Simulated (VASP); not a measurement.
# Hg (P6_3/mmc) in VASP: further runs

The runs below take Hg through relaxation of shape and atoms at fixed volume, with PBE.

Program: VASP 6.6.1. These are calculated values, not measurements. Logs are shortened: lines on timing, memory, paths and dates and some standing lists are left out, and cuts for length are marked.

## (1) The cell of the first run

The structure is hexagonal, space group P6_3/mmc (No. 194). Conventional cell: a = 3.164 Å, b = 3.164 Å, c = 4.910 Å, α = 90.00°, β = 90.00°, γ = 120.00°. Hg (site symmetry -6m2) has 12 Hg at 3.06 to 3.16 Å within 4.0 Å.

## (2) Relaxation of shape and atoms at fixed volume, PBE

The input, INCAR:

```
ALGO = Normal
EDIFF = 1E-6
EDIFFG = -0.005
ENCUT = 600
GGA = PE
IBRION = 2
ISIF = 4
ISMEAR = -1
LASPH = T
LCHARG = F
LREAL = F
LWAVE = F
NELM = 100
NSW = 50
PREC = Accurate
SIGMA = 0.05
```

The input, KPOINTS:

```
k-points
0
Gamma
  14 14 8
```

The input, POSCAR:

```
Hg
1.0
    3.1636135667      0.0000000000      0.0000000000
   -1.5818067834      2.7397697166      0.0000000000
    0.0000000000      0.0000000000      4.9095402526
Hg
2
Direct
    0.3333333333      0.6666666667      0.2500000000
    0.6666666667      0.3333333333      0.7500000000
```

Potentials or basis: VASP PAW PBE potentials, release 64 (Hg).

Launch:

```console
$ cat potpaw_PBE.64/Hg/POTCAR > POTCAR
$ mpirun -np 1 vasp_std > vasp.out
```

OUTCAR:

```text
EDIFF = 1E-6
   EDIFFG = -0.005
   ENCUT = 600
   GGA = PE
   IBRION = 2
   ISIF = 4
   ISMEAR = -1
   LASPH = T
   LREAL = F
   NELM = 100
   NSW = 50
   PREC = Accurate

 ion  position               nearest neighbor table
   1  0.333  0.667  0.250-   2 3.06   2 3.06   2 3.06   2 3.06   2 3.06   2 3.06
   2  0.667  0.333  0.750-   1 3.06   1 3.06   1 3.06   1 3.06   1 3.06   1 3.06

  LATTYP: Found a hexagonal cell.
 ALAT       =     3.1636135667
 C/A-ratio  =     1.5518773545

  Lattice vectors:

 A1 = (   3.1636135667,   0.0000000000,   0.0000000000)
 A2 = (  -1.5818067834,   2.7397697166,   0.0000000000)
 A3 = (   0.0000000000,   0.0000000000,   4.9095402526)

Analysis of symmetry for initial positions (statically):
=====================================================================
 Subroutine PRICEL returns:
 Original cell was already a primitive cell.

 Routine SETGRP: Setting up the symmetry group for a
 hexagonal supercell.

 Subroutine GETGRP returns: Found 24 space group operations
 (whereof 12 operations were pure point group operations)
 out of a pool of 24 trial point group operations.

The static configuration has the point symmetry D_3d.
 The point group associated with its full space group is D_6h.

Analysis of symmetry for dynamics (positions and initial velocities):
=====================================================================
 Subroutine PRICEL returns:
 Original cell was already a primitive cell.

 Routine SETGRP: Setting up the symmetry group for a
 hexagonal supercell.

 Subroutine GETGRP returns: Found 24 space group operations
 (whereof 12 operations were pure point group operations)
 out of a pool of 24 trial point group operations.

The dynamic configuration has the point symmetry D_3d.
 The point group associated with its full space group is D_6h.

 Subroutine INISYM returns: Found 24 space group operations
 (whereof 12 operations are pure point group operations),
 and found     1 'primitive' translations

----------------------------------------------------------------------------------------

                                     Primitive cell

  volume of cell :      42.5538

  direct lattice vectors                    reciprocal lattice vectors
[... 95 lines left out ...]
   POTIM  = 0.5000    time-step for ionic-motion
   TEBEG  =    0.0;   TEEND  =   0.0 temperature during run
   PSTRESS=    0.0 pullay stress
   NELECT =      24.0000    total number of electrons
   NUPDOWN=      -1.0000    fix difference up-down
   EMIN   =  10.00;   EMAX   =-10.00  energy-range for DOS
   EFERMI =   0.00;   METHOD = LEGACY
   ISMEAR =    -1;   SIGMA  =   0.05  broadening in eV -4-tet -1-fermi 0-gaus
   EFERMI_NEDOS =   21; number of points for ismear=-14 and -15
   IALGO  =     38    algorithm
   IMIX   =      4    mixing-type and parameters
     AMIX     =   0.40;   BMIX     =  1.00
     AMIX_MAG =   1.60;   BMIX_MAG =  1.00
  volume/ion in A,a.u.               =      21.28       143.58
  Fermi-wavevector in a.u.,A,eV,Ry     =   1.352589  2.556022 24.891813  1.829497
  Thomas-Fermi vector in A             =   2.479915
   LORBIT       =      0    0 simple, 1 ext, 2 COOP (PROOUT), +10 PAW based schemes
   GGA     = PE    functional components
   LHFCALC =     F    Hartree Fock is set to
   AEXX    =    0.0000 exact exchange contribution
   IVDW    =     0    specifies the selected vdW correction
   LEPSILON=     F    determine dielectric tensor
   LRPA    =     F    only Hartree local field effects (RPA)
 conjugate gradient relaxation of ions
 non-spin polarized calculation
  energy-cutoff  :      600.00
  volume of cell :       42.55
 maximum number of plane-waves:      1444
 NGX is ok and might be reduce to    28
   NGX = 13   NGY = 13   NGZ = 19

--------------------------------------- Ionic step        1  -------------------------------------------

 number of electron      24.0000000 magnetization

 Free energy of the ion-electron system (eV)
  ---------------------------------------------------
  ext. energy  EPLUGINS =         0.00000000
  ---------------------------------------------------
  free energy    TOTEN  =         0.05693810 eV

  energy without entropy =        0.06270677  energy(sigma->0) =        0.05982243

------------------------ aborting loop because EDIFF is reached ----------------------------------------

  FORCE on cell =-STRESS in cart. coord.  units (eV):
  Direction    XX          YY          ZZ          XY          YZ          ZX
  --------------------------------------------------------------------------------------
  -------------------------------------------------------------------------------------
  Total        3.1028448      3.1028448      3.5115757     -0.0000000     -0.0000000      0.0000000
  in kB      116.8240684    116.8240684    132.2130431     -0.0000000     -0.0000000      0.0000000
  external PRESSURE =     121.9537266 kB  Pullay stress =       0.0000000 kB
[... 167 lines left out ...]
--------------------------------------- Ionic step        6  -------------------------------------------

 number of electron      24.0000003 magnetization

 Free energy of the ion-electron system (eV)
  ---------------------------------------------------
  ext. energy  EPLUGINS =         0.00000000
  ---------------------------------------------------
  free energy    TOTEN  =         0.04754149 eV

  energy without entropy =        0.05241686  energy(sigma->0) =        0.04997917

 E-fermi :   3.6344     XC(G=0): -11.4482

 val. band max:        3.6120447908   @ k =   0.4286   0.1429   0.3750
 cond. band min:       3.6911660747   @ k =   0.4286   0.1429   0.5000
 fundamental gap:      0.0791212839
 Fermi energy:         3.6343728529

 k-point     1 :       0.0000    0.0000    0.0000
  band No.  band energies     occupation
      1      -6.3163      2.00000
      2      -5.0114      2.00000
      3      -3.7643      2.00000
      4      -3.6771      2.00000
      5      -3.6771      2.00000
      6      -3.5078      2.00000
[... 433 lines left out ...]
      3      -4.1029      2.00000
      4      -3.7117      2.00000
      5      -3.6370      2.00000
      6      -3.6040      2.00000
[... 8 lines left out ...]
     15       8.9438      0.00000
     16       9.7489      0.00000

 [... further k-points ...]

------------------------ aborting loop because EDIFF is reached ----------------------------------------

  FORCE on cell =-STRESS in cart. coord.  units (eV):
  Direction    XX          YY          ZZ          XY          YZ          ZX
  --------------------------------------------------------------------------------------
  -------------------------------------------------------------------------------------
  Total        3.1589565      3.1589565      3.1488662     -0.0000000     -0.0000000      0.0000000
  in kB      118.9367062    118.9367062    118.5568010     -0.0000000     -0.0000000      0.0000000
  external PRESSURE =     118.8100711 kB  Pullay stress =       0.0000000 kB
[... 17 lines left out ...]
  FREE ENERGIE OF THE ION-ELECTRON SYSTEM (eV)
  ---------------------------------------------------
  free  energy   TOTEN  =         0.0475414852 eV

  energy  without entropy=        0.0524168632  energy(sigma->0) =        0.04997917

 reached required accuracy - stopping structural energy minimisation
```

OSZICAR:

```text
N       E                     dE             d eps       ncg     rms          rms(c)
DAV:   1     0.192744177106E+03    0.19274E+03   -0.14157E+04  3840   0.167E+03
DAV:   2     0.382958355506E+01   -0.18891E+03   -0.18334E+03  3928   0.383E+02
DAV:   3    -0.202954199813E-01   -0.38499E+01   -0.38393E+01  4912   0.625E+01
DAV:   4    -0.248410573317E-01   -0.45456E-02   -0.45455E-02  4208   0.196E+00
[... 44 lines left out ...]
DAV:   2     0.428546841058E-01    0.93881E-02   -0.62448E-03  4000   0.107E+00    0.313E-01
DAV:   3     0.476326001917E-01    0.47779E-02   -0.74771E-03  4136   0.929E-01    0.749E-02
DAV:   4     0.475438733442E-01   -0.88727E-04   -0.85431E-04  4144   0.354E-01    0.645E-02
DAV:   5     0.475413903155E-01   -0.24830E-05   -0.15100E-06  3688   0.117E-02    0.177E-02
DAV:   6     0.475414851967E-01    0.94881E-07   -0.72362E-07  2168   0.851E-03
   6 F= 0.47541485E-01 E0= 0.49979174E-01  d E =-.939661E-02
```

Wall time 1.9 min (1 thread of Intel Xeon 6975P-C (Granite Rapids), shared host); peak memory 0.24 GiB.

What came out:

- Free energy: 0.0475 eV
- Energy gained by relaxing: 4.7 meV/atom
- Ionic steps: 6
- Pressure after relaxing: 11.9 GPa
- Band gap on the k mesh: zero (bands 12 and 13 overlap by 1.67 eV)

Step by step:
```
step  energy change (eV)  largest force (eV/Å)  pressure (GPa)  volume (Å³)
   1              0.0000                0.0000           12.20        42.55
   2             -0.0025                0.0000           12.15        42.55
   3             -0.0086                0.0000           11.94        42.55
   4             -0.0022                0.0000           11.74        42.55
   5             -0.0087                0.0000           11.83        42.55
   6             -0.0094                0.0000           11.88        42.55
```

Final structure:
```yaml
crystal:
  lattice:
    - [3.10982, 0.00000, 0.00000]
    - [-1.55491, 2.69318, 0.00000]
    - [0.00000, 0.00000, 5.08087]
  atoms:
    - { symbol: Hg, position: [0.33333, 0.66667, 0.25000] }
    - { symbol: Hg, position: [0.66667, 0.33333, 0.75000] }
```

Caveat: spin-orbit coupling is left out, which moves the levels of the heavy elements.

## (3) Relaxation of shape and atoms at fixed volume, PBE

This run uses another cell than the first one, of 23.78 Å³/atom.

The input, INCAR:

```
SYSTEM = Hg
PREC = Accurate
ENCUT = 600
EDIFF = 1E-6
ISMEAR = -1
SIGMA = 0.05
LREAL = .FALSE.
LASPH = .TRUE.
NELM = 100
ALGO = Normal
ISIF = 4
LWAVE = .FALSE.
LCHARG = .FALSE.
GGA = PE
IBRION = 2
NSW = 50
EDIFFG = -0.005
```

The input, KPOINTS:

```
Automatic mesh
0
G
  14 14 8
  0 0 0
```

The input, POSCAR:

```
Hg
1.0
    3.2831066376      0.0000000000      0.0000000000
   -1.6415533188      2.8432537515      0.0000000000
    0.0000000000      0.0000000000      5.0949788433
Hg
2
Direct
    0.3333333333      0.6666666667      0.2500000000
    0.6666666667      0.3333333333      0.7500000000
```

Potentials or basis: VASP PAW PBE potentials, release 64 (Hg).

Launch:

```console
$ cat potpaw_PBE.64/Hg/POTCAR > POTCAR
$ mpirun -np 1 vasp_std > vasp.out
```

OUTCAR:

```text
SYSTEM = Hg
   PREC = Accurate
   ENCUT = 600
   EDIFF = 1E-6
   ISMEAR = -1
   LREAL = .FALSE.
   LASPH = .TRUE.
   NELM = 100
   ISIF = 4
   GGA = PE
   IBRION = 2
   NSW = 50
   EDIFFG = -0.005

 ion  position               nearest neighbor table
   1  0.333  0.667  0.250-   2 3.18   2 3.18   2 3.18   2 3.18   2 3.18   2 3.18
   2  0.667  0.333  0.750-   1 3.18   1 3.18   1 3.18   1 3.18   1 3.18   1 3.18

  LATTYP: Found a hexagonal cell.
 ALAT       =     3.2831066376
 C/A-ratio  =     1.5518773545

  Lattice vectors:

 A1 = (   3.2831066376,   0.0000000000,   0.0000000000)
 A2 = (  -1.6415533188,   2.8432537515,   0.0000000000)
 A3 = (   0.0000000000,   0.0000000000,   5.0949788433)

Analysis of symmetry for initial positions (statically):
[... 401 lines left out ...]

 E-fermi :   2.4963     XC(G=0): -10.8198

 val. band max:        2.4049359387   @ k =   0.2857   0.2857   0.2500
 cond. band min:       2.5022721204   @ k =   0.3571   0.0714   0.0000
 fundamental gap:      0.0973361817
 Fermi energy:         2.4963413198

 k-point     1 :       0.0000    0.0000    0.0000
  band No.  band energies     occupation
      1      -6.2980      2.00000
      2      -5.2550      2.00000
      3      -4.2687      2.00000
      4      -4.2284      2.00000
      5      -4.2284      2.00000
      6      -4.0893      2.00000
[... 433 lines left out ...]
      3      -4.5449      2.00000
      4      -4.2470      2.00000
      5      -4.1542      2.00000
      6      -4.1511      2.00000
[... 8 lines left out ...]
     15       7.5682      0.00000
     16       8.4468      0.00000

 [... further k-points ...]

------------------------ aborting loop because EDIFF is reached ----------------------------------------

  FORCE on cell =-STRESS in cart. coord.  units (eV):
  Direction    XX          YY          ZZ          XY          YZ          ZX
  --------------------------------------------------------------------------------------
  -------------------------------------------------------------------------------------
  Total        1.5355646      1.5355646      1.5298860      0.0000000     -0.0000000      0.0000000
  in kB       51.7291904     51.7291904     51.5378934      0.0000000     -0.0000000      0.0000000
  external PRESSURE =      51.6654247 kB  Pullay stress =       0.0000000 kB
[... 17 lines left out ...]
  FREE ENERGIE OF THE ION-ELECTRON SYSTEM (eV)
  ---------------------------------------------------
  free  energy   TOTEN  =        -0.2041105684 eV

  energy  without entropy=       -0.1997097169  energy(sigma->0) =       -0.20191014

 reached required accuracy - stopping structural energy minimisation
```

CONTCAR:

```text
Hg
   1.00000000000000
     3.2421598988401525   -0.0000000000000001    0.0000000000000000
    -1.6210799494200763    2.8077928355358321    0.0000000000000000
     0.0000000000000000    0.0000000000000000    5.2244852038703584
  Hg
     2
Direct
     0.3333333332999970    0.6666666667000030    0.2500000000000000
     0.6666666667000030    0.3333333332999970    0.7500000000000000

  0.00000000E+00  0.00000000E+00  0.00000000E+00
  0.00000000E+00  0.00000000E+00  0.00000000E+00
```

It took 2.1 min on 1 thread of Intel Xeon 6975P-C (Granite Rapids), shared host; peak memory 0.24 GiB.

What came out:

```
Free energy               : -0.2041 eV
Energy gained by relaxing : 1.4 meV/atom
Ionic steps               : 7
Pressure after relaxing   : 5.2 GPa
Band gap on the k mesh    : zero (bands 12 and 13 overlap by 1.46 eV)
```

The path:
```tsv
step	energy change (eV)	largest force (eV/Å)	pressure (GPa)	volume (Å³)
1	0.0000	0.0000	5.24	47.56
2	-0.0003	0.0000	5.25	47.56
3	-0.0013	0.0000	5.23	47.56
4	-0.0027	0.0000	5.16	47.56
5	-0.0026	0.0000	5.14	47.56
6	-0.0027	0.0000	5.16	47.56
7	-0.0027	0.0000	5.17	47.56
```

Final structure:
```xyz
2
Lattice="3.2422 0.0000 0.0000 -1.6211 2.8078 0.0000 0.0000 0.0000 5.2245" Properties=species:S:1:pos:R:3 pbc="T T T"
Hg    0.0000    1.8719    1.3061
Hg    1.6211    0.9359    3.9184
```

Levels at points of the mesh, in eV from the Fermi level:
```csv
k point,band 8,band 9,band 10,band 11,band 12,band 13,band 14,band 15,band 16
"(0.00, 0.00, 0.00)",-6.41,-6.41,-5.72,-5.72,-1.31,-1.29,12.51,12.51,13.15
"(0.50, 0.00, 0.00)",-5.67,-5.60,-5.57,-2.30,-2.11,2.91,3.22,4.22,7.01
"(0.00, 0.00, 0.50)",-6.37,-5.94,-5.94,-5.94,-5.94,6.99,6.99,13.39,13.39
"(0.50, 0.00, 0.50)",-5.70,-5.61,-5.61,-1.18,-1.18,-0.14,-0.14,9.26,9.26
```

Caveat: spin-orbit coupling is left out, which moves the levels of the heavy elements.

## (4) Relaxation of shape and atoms at fixed volume, PBE

This run uses another cell than the first one, of 26.28 Å³/atom.

The input, INCAR:

```
SYSTEM = Hg
PREC = Accurate
ENCUT = 600
EDIFF = 1E-7
ISMEAR = -1
SIGMA = 0.05
LREAL = .False.
LASPH = .True.
NELM = 60
ALGO = Normal
ISIF = 4
LWAVE = .False.
LCHARG = .False.
GGA = PE
IBRION = 2
NSW = 50
EDIFFG = -0.005
```

The input, KPOINTS:

```
Automatic mesh
0
Gamma
  14 14 8
  0 0 0
```

The input, POSCAR:

```
Hg
1.0
    3.3944823413      0.0000000000      0.0000000000
   -1.6972411706      2.9397079403      0.0000000000
    0.0000000000      0.0000000000      5.2678202757
Hg
2
Direct
    0.3333333333      0.6666666667      0.2500000000
    0.6666666667      0.3333333333      0.7500000000
```

Launch:

```console
$ cat potpaw_PBE.64/Hg/POTCAR > POTCAR
$ mpirun -np 1 vasp_std > vasp.out
```

It took 2.2 min on 1 thread of Intel Xeon 6975P-C (Granite Rapids), shared host; peak memory 0.25 GiB.

Results (log left out):

```
Free energy               : -0.3131 eV
Energy gained by relaxing : 0.5 meV/atom
Ionic steps               : 6
Pressure after relaxing   : 2.2 GPa
Band gap on the k mesh    : zero (bands 12 and 13 overlap by 0.78 eV)
```

Step by step:
```csv
step,energy change (eV),largest force (eV/Å),pressure (GPa),volume (Å³)
1,0.0000,0.0000,2.25,52.57
2,-0.0001,0.0000,2.25,52.57
3,-0.0004,0.0000,2.26,52.57
4,-0.0008,0.0000,2.25,52.57
5,-0.0006,0.0000,2.24,52.57
6,-0.0010,0.0000,2.23,52.57
```

Final structure:
```
CELL_PARAMETERS angstrom
3.36308 0.00000 0.00000
-1.68154 2.91251 0.00000
0.00000 0.00000 5.36666
ATOMIC_POSITIONS crystal
Hg 0.33333 0.66667 0.25000
Hg 0.66667 0.33333 0.75000
```

Levels at points of the mesh, in eV from the Fermi level:
| k point | band 9 | band 10 | band 11 | band 12 | band 13 | band 14 | band 15 | band 16 |
| --- | --- | --- | --- | --- | --- | --- | --- | --- |
| (0.00, 0.00, 0.00) | -6.05 | -5.46 | -5.46 | -1.25 | -0.71 | 11.69 | 11.69 | 12.97 |
| (0.50, 0.00, 0.00) | -5.36 | -5.36 | -2.24 | -1.80 | 2.73 | 3.35 | 4.25 | 6.80 |
| (0.00, 0.00, 0.50) | -5.65 | -5.65 | -5.65 | -5.65 | 6.82 | 6.82 | 12.73 | 12.73 |
| (0.50, 0.00, 0.50) | -5.39 | -5.39 | -1.08 | -1.08 | 0.12 | 0.12 | 8.84 | 8.84 |

Caveat: spin-orbit coupling is left out, which moves the levels of the heavy elements.

## (5) Overview

```csv
cell,gap on the mesh (eV),pressure (GPa)
"relaxed from a = 3.164, b = 3.164, c = 4.910 Å, angles 90.0, 90.0, 120.0°, 2 atoms",none,11.9
"relaxed from a = 3.283, b = 3.283, c = 5.095 Å, angles 90.0, 90.0, 120.0°, 2 atoms",none,5.2
"relaxed from a = 3.394, b = 3.394, c = 5.268 Å, angles 90.0, 90.0, 120.0°, 2 atoms",none,2.2
```

Alike in all rows: task relaxation of shape and atoms at fixed volume; level PBE; potentials or basis VASP PAW PBE potentials, release 64 (Hg); no spin polarisation; k mesh 14 × 14 × 8; cutoff (eV) 600; smearing fermi-dirac 0.05 eV.

Caveats: spin-orbit coupling is left out, which moves the levels of the heavy elements.

Absolute energies hang on the potentials; compare differences alone.

The gap in the log of VASP goes by the Fermi energy; the results here count the filled bands.